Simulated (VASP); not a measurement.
Wanted: the native input for a VASP 6.6.1 run.

```yaml
Task: single point
Functional: PBE
Potentials_or_basis: VASP PAW PBE potentials, release 64 (Cu)
Cutoff: 520 eV
k_mesh: 28 × 28 × 28
Occupations: gaussian, width 0.15 eV
Spin: no spin polarisation
Dipole_correction: no
Further_INCAR_settings: ALGO = Fast; EDIFF = 1e-07; NBANDS = 12
```

The structure of Cu lies in POSCAR:

```
Cu
1.0
    0.0000000000      1.7695022750      1.8148741282
    1.7695022750      0.0000000000      1.8148741282
    1.7695022750      1.7695022750      0.0000000000
Cu
1
Direct
    0.0000000000      0.0000000000      0.0000000000
```

This cell differs from its parent crystal: strain -0.025 along x and y, +0.000 along z.

These files were run (other wordings do the same):

INCAR

```
SYSTEM = Cu
ALGO = Fast
EDIFF = 1E-7
ENCUT = 520
GGA = PE
ISIF = 2
ISMEAR = 0
LASPH = .True.
LCHARG = .True.
LELF = .True.
LREAL = .False.
LVHAR = .True.
LWAVE = .False.
NBANDS = 12
NELM = 60
PREC = Accurate
SIGMA = 0.15
```

KPOINTS

```
k-points
0
Gamma
  28 28 28
  0 0 0
```

Potentials or basis: VASP PAW PBE potentials, release 64 (Cu).

The run is started by

```console
$ cat potpaw_PBE.64/Cu/POTCAR > POTCAR
$ mpirun -np 1 vasp_std > vasp.out
```

It gave:

```
Pressure               : 9.0 GPa
Band gap on the k mesh : zero (an odd number of electrons rules out a gap without spin polarisation)
```

Caveat: the cell differs from its parent crystal (strain -0.025 along x and y, +0.000 along z); the cell stands under pressure.

Wall time 3.7 min on 1 thread of Intel(R) Xeon(R) Platinum 8259CL CPU @ 2.50GHz (Skylake/Cascade Lake), on a shared host, peak memory 0.32 GiB.
